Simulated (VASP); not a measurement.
Input of a VASP 6.6.1 run:

INCAR

```
ALGO = Normal ; EDIFF = 1E-6
ENCUT = 520 ; GGA = PE
ISIF = 2 ; ISMEAR = 0
LASPH = True ; LCHARG = False
LREAL = False ; LWAVE = False
NBANDS = 11 ; NELM = 80
PREC = Accurate ; SIGMA = 0.05
```

The input KPOINTS:

```
k-points
0
Gamma
  10 10 10
```

POSCAR

```
Si
1.0
    0.0000000000      2.9288736785      2.4415090984
    2.9288736785      0.0000000000      2.4415090984
    2.9288736785      2.9288736785      0.0000000000
Si
2
Direct
    0.5000000000      0.5000000000      0.5000000000
    0.7500000000      0.7500000000      0.7500000000
```

Potentials or basis: VASP PAW PBE potentials, release 64 (Si).

Command:

```bash
$ cat potpaw_PBE.64/Si/POTCAR > POTCAR
$ mpirun -np 1 vasp_std > vasp.out
```

Q: Predict the band gap on the k mesh.

A: Zero (bands 4 and 5 overlap by 1.09 eV).

Q: Estimate the pressure.

A: -3.2 GPa.

Stress tensor (GPa, compression positive):
```
-6.91  0.00  0.00
 0.00 -6.91  0.00
 0.00  0.00  4.21
```

Caveat: the cell stands under tension.
